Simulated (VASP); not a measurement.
# GaP (rocksalt type) (Fm-3m) in VASP: a series of runs, part 2 of 2

VASP 6.6.1.

### 3 Single point, PBE

The input, INCAR:

```
PREC     = Accurate       # precision mode
ENCUT    = 520            # plane-wave cutoff, eV
EDIFF    = 1E-6           # SCF threshold, eV
ISMEAR   = -1             # smearing method
SIGMA    = 0.05           # smearing width, eV
LREAL    = F              # projectors in reciprocal space
LASPH    = T              # aspherical terms in the spheres
NELM     = 80             # most SCF steps
ALGO     = Normal         # electronic algorithm
ISIF     = 2              # what is computed and relaxed
LWAVE    = F              # write WAVECAR
LCHARG   = F              # write CHGCAR
GGA      = PE             # functional
NBANDS   = 16             # bands
```

The input, KPOINTS:

```
regular mesh
0
Gamma
  12 12 12
```

The input, POSCAR:

```
GaP
1.0
    0.0000000000      2.5804676415      2.5804676415
    2.5804676415      0.0000000000      2.5804676415
    2.5804676415      2.5804676415      0.0000000000
Ga P
1 1
Direct
    0.0000000000      0.0000000000      0.0000000000
    0.5000000000      0.5000000000      0.5000000000
```

Potentials or basis: VASP PAW PBE potentials, release 64 (Ga_d, P).

Started as:

```console
cat potpaw_PBE.64/Ga_d/POTCAR potpaw_PBE.64/P/POTCAR > POTCAR
mpirun -np 1 vasp_std > vasp.out
```

OUTCAR:

```text
PREC = Accurate
   ENCUT = 520
   EDIFF = 1E-6
   ISMEAR = -1
   LREAL = F
   LASPH = T
   NELM = 80
   ISIF = 2
   GGA = PE

 ion  position               nearest neighbor table
   1  0.000  0.000  0.000-   2 2.58   2 2.58   2 2.58   2 2.58   2 2.58   2 2.58
   2  0.500  0.500  0.500-   1 2.58   1 2.58   1 2.58   1 2.58   1 2.58   1 2.58

  LATTYP: Found a face centered cubic cell.
 ALAT       =     5.1609352830

  Lattice vectors:

 A1 = (   0.0000000000,   2.5804676415,   2.5804676415)
 A2 = (   2.5804676415,   0.0000000000,   2.5804676415)
 A3 = (   2.5804676415,   2.5804676415,   0.0000000000)

Analysis of symmetry for initial positions (statically):
=====================================================================
 Subroutine PRICEL returns:
 Original cell was already a primitive cell.

 Routine SETGRP: Setting up the symmetry group for a
 face centered cubic supercell.

 Subroutine GETGRP returns: Found 48 space group operations
 (whereof 48 operations were pure point group operations)
[... 155 lines left out ...]
 Free energy of the ion-electron system (eV)
  ---------------------------------------------------
  ext. energy  EPLUGINS =         0.00000000
  ---------------------------------------------------
  free energy    TOTEN  =        -8.31286019 eV

  energy without entropy =       -8.30208138  energy(sigma->0) =       -8.30747079

 E-fermi :   6.3533     XC(G=0): -10.9621

 val. band max:        6.3350153768   @ k =   0.2500   0.1667   0.0833
 cond. band min:       6.3633065027   @ k =   0.1667   0.0000   0.0000
 fundamental gap:      0.0282911259
 Fermi energy:         6.3532857838

 k-point     1 :       0.0000    0.0000    0.0000
  band No.  band energies     occupation
      1      -8.2517      2.00000
      2      -8.2517      2.00000
      3      -8.2276      2.00000
      4      -8.2276      2.00000
      5      -8.2276      2.00000
      6      -6.7848      2.00000
[... 433 lines left out ...]
      3      -8.2289      2.00000
      4      -8.1939      2.00000
      5      -8.1806      2.00000
      6      -3.7493      2.00000
[... 8 lines left out ...]
     15      18.0152      0.00000
     16      18.9692      0.00000

 [... further k-points ...]
[... 5 lines left out ...]
  --------------------------------------------------------------------------------------
  -------------------------------------------------------------------------------------
  Total        0.0134850      0.0134850      0.0134850      0.0000000     -0.0000000      0.0000000
  in kB        0.6286899      0.6286899      0.6286899      0.0000000     -0.0000000      0.0000000
  external PRESSURE =       0.6286899 kB  Pullay stress =       0.0000000 kB

 VOLUME and BASIS-vectors are now :
 -----------------------------------------------------------------------------
  energy-cutoff  :      520.00
  volume of cell :       34.37
      direct lattice vectors                 reciprocal lattice vectors
     0.000000000  2.580467641  2.580467641    -0.193763329  0.193763329  0.193763329
     2.580467641  0.000000000  2.580467641     0.193763329 -0.193763329  0.193763329
     2.580467641  2.580467641  0.000000000     0.193763329  0.193763329 -0.193763329

 POSITION                                       TOTAL-FORCE (eV/Angst)
 -----------------------------------------------------------------------------------
      0.00000      0.00000      0.00000         0.000000     -0.000000      0.000000
      2.58047      2.58047      2.58047        -0.000000      0.000000     -0.000000
 -----------------------------------------------------------------------------------
    total drift:                               -0.000000      0.000000      0.000000

  FREE ENERGIE OF THE ION-ELECTRON SYSTEM (eV)
  ---------------------------------------------------
  free  energy   TOTEN  =        -8.3128601895 eV

  energy  without entropy=       -8.3020813837  energy(sigma->0) =       -8.30747079
```

Run time: 24 s. Hardware: 1 thread of Intel Xeon Platinum 8488C (Sapphire Rapids), shared host; peak memory 0.18 GiB.

What came out:

- Free energy: -8.3129 eV
- Pressure: 0.1 GPa
- Band gap on the k mesh: zero (band 9 reaches 6.93 eV, above the bottom of band 10 at 3.74 eV)

### 4 Relaxation of cell and atoms, PBE

This run uses another cell than the first one, of 12.93 Å³/atom, 0.753 times its volume.

The input, INCAR:

```
SYSTEM = GaP
ALGO = Normal
EDIFF = 1E-7
EDIFFG = -0.005
ENCUT = 600
GGA = PE
IBRION = 2
ISIF = 3
ISMEAR = -1
LASPH = .TRUE.
LCHARG = .FALSE.
LREAL = .FALSE.
LWAVE = .FALSE.
NELM = 100
NSW = 100
PREC = Accurate
SIGMA = 0.05
```

The input, KPOINTS:

```
k-points
0
G
  12 12 12
  0 0 0
```

The input, POSCAR:

```
GaP
1.0
    0.0000000000      2.3472160896      2.3472160896
    2.3472160896      0.0000000000      2.3472160896
    2.3472160896      2.3472160896      0.0000000000
Ga P
1 1
Direct
    0.0000000000      0.0000000000      0.0000000000
    0.5000000000      0.5000000000      0.5000000000
```

Started as:

```console
cat potpaw_PBE.64/Ga_d/POTCAR potpaw_PBE.64/P/POTCAR > POTCAR
mpirun -np 1 vasp_std > vasp.out
```

Run time: 60 s. Hardware: 1 thread of Intel Xeon Platinum 8488C (Sapphire Rapids), shared host; peak memory 0.18 GiB.

The run converged. Its results:

```yaml
Free_energy: -8.3112 eV
Relaxed_volume: 17.22 Å³/atom
Relaxed_cell: a = 3.652 Å, b = 3.652 Å, c = 3.652 Å, α = 60.00°, β = 60.00°, γ = 60.00°
Space_group_after_relaxing_to_0.05_Å: Fm-3m (No. 225)
Energy_gained_by_relaxing: 484.4 meV/atom
Ionic_steps: 3
Pressure_after_relaxing: 0.0 GPa
Band_gap_on_the_k_mesh: zero (band 9 reaches 6.90 eV, above the bottom of band 10 at 3.72 eV)
```

The path:
| step | energy change (eV) | largest force (eV/Å) | pressure (GPa) | volume (Å³) |
| --- | --- | --- | --- | --- |
| 1 | 0.0000 | 0.0000 | 47.27 | 25.86 |
| 2 | -0.5910 | 0.0000 | -11.42 | 42.93 |
| 3 | -0.9688 | 0.0000 | -0.03 | 34.45 |

Final structure:
```cif
data_structure
_symmetry_space_group_name_H-M 'P 1'
_symmetry_Int_Tables_number 1
_cell_length_a 3.6522
_cell_length_b 3.6522
_cell_length_c 3.6522
_cell_angle_alpha 60.000
_cell_angle_beta 60.000
_cell_angle_gamma 60.000
_cell_volume 34.45
loop_
_atom_site_label
_atom_site_type_symbol
_atom_site_fract_x
_atom_site_fract_y
_atom_site_fract_z
_atom_site_occupancy
Ga1 Ga 0.00000 0.00000 0.00000 1
P1 P 0.50000 0.50000 0.50000 1
```

Levels at points of the mesh, in eV from the Fermi level:
| k point | band 7 | band 8 | band 9 | band 10 | band 11 | band 12 |
| --- | --- | --- | --- | --- | --- | --- |
| (0.00, 0.00, 0.00) | 0.04 | 0.04 | 0.04 | 1.44 | 7.13 | 7.13 |
| (0.50, 0.00, 0.00) | -7.73 | 0.21 | 0.21 | 3.09 | 3.09 | 3.17 |
| (0.50, 0.50, 0.00) | -5.75 | -3.10 | -2.60 | -2.60 | 3.47 | 10.90 |

Caveat: the volume moved by over 15 % at a fixed basis, so the end points are rough.

### 5 Overview

```tsv
task	level	cell	cutoff (eV)	gap on the mesh (eV)	pressure (GPa)
single point	PBEsol	a = 3.649 Å, angles 60.0°, 2 atoms	520	none	-3.6
single point	PBE	a = 3.649 Å, angles 60.0°, 2 atoms	520	none	0.1
relaxation of cell and atoms	PBE	relaxed from a = 3.319 Å, angles 60.0°, 2 atoms	600	none	0.0
```

Alike in all rows: potentials or basis VASP PAW PBE potentials, release 64 (Ga_d, P); no spin polarisation; k mesh 12 × 12 × 12; smearing fermi-dirac 0.05 eV.

Caveats: the PAW data sets were made with another functional, which shifts forces and pressure a little (some runs); the volume moved by over 15 % at a fixed basis, so the end points are rough (some runs).

Total energies depend on the potentials used, so only differences within one code and one set of settings carry meaning.
